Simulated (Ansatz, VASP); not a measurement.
# InCuO: VASP beside Ansatz

Contents of INCAR:

```
ALGO     = Normal         # electronic algorithm
EDIFF    = 1E-6           # SCF threshold, eV
EDIFFG   = -0.01          # ionic threshold
ENCUT    = 600            # plane-wave cutoff, eV
GGA      = PE             # functional
IBRION   = 2              # ionic algorithm
ISIF     = 3              # what is computed and relaxed
ISMEAR   = 0              # smearing method
LASPH    = T              # aspherical terms in the spheres
LCHARG   = F              # write CHGCAR
LREAL    = F              # projectors in reciprocal space
LWAVE    = F              # write WAVECAR
NELM     = 100            # most SCF steps
NSW      = 100            # ionic steps
PREC     = Accurate       # precision mode
SIGMA    = 0.1            # smearing width, eV
```

KPOINTS

```
k-points
0
Gamma
  12 12 12
```

File POSCAR:

```
InCuO
1.0
    3.8386899393      0.0000000000      0.0000000000
    0.0000000000      3.8386899393      0.0000000000
    0.0000000000      0.0000000000      3.6431208131
In Cu O
1 1 1
Direct
    0.5000000000      0.5000000000      0.5000000000
    0.0000000000      0.0000000000      0.0000000000
    0.0000000000      0.0000000000      0.5000000000
```

Input for Ansatz:

```yaml
crystal:
  lattice:
    - [3.8386899393, 0.0, 0.0]
    - [0.0, 3.8386899393, 0.0]
    - [0.0, 0.0, 3.6431208131]
  atoms:
    - { symbol: In, position: [0.5, 0.5, 0.5] }
    - { symbol: Cu, position: [0.0, 0.0, 0.0] }
    - { symbol: O, position: [0.0, 0.0, 0.5] }
basis:
  ecutwfc: 420
kpoints:
  mp_grid: { grid: [12, 12, 12] }
hamiltonian:
  xc: pbe
scf:
  occupations: { method: gaussian, width: 0.1 }
output:
  forces: true
  stress: true
  eigenvalues: true
relax:
  adjacent_minimum: "off"
  f_tol: 0.01
  max_steps: 80
  cell: { stress_tol: 0.05 }
```

Alike in both runs: task relaxation of cell and atoms; functional PBE; k mesh 12 × 12 × 12; occupations gaussian, width 0.1 eV; no spin polarisation.

```csv
,VASP,Ansatz
version,VASP 6.6.1,Ansatz 0.2.0
potentials or method,"VASP PAW PBE potentials, release 64 (In_d, Cu, O), cutoff 600 eV","scalar-relativistic, plane waves, PAW"
valence electrons in the cell,30,38
```

|  | VASP | Ansatz | Ansatz less VASP |
| --- | --- | --- | --- |
| gap on the k mesh at the Fermi level, each at its own relaxed structure (eV) | none | none | - |
| relaxed volume (Å³/atom) | 17.70 | 17.79 | +0.097 |
| relaxed cell length with the largest relative difference (Å) | 3.806 | 3.826 | +0.0203 |

A gap of «none» marks a metal or a gap that the smearing closes. VASP's potentials hold 30 valence electrons a cell and Ansatz's 38, so a difference there can come from the potentials and not from the codes.
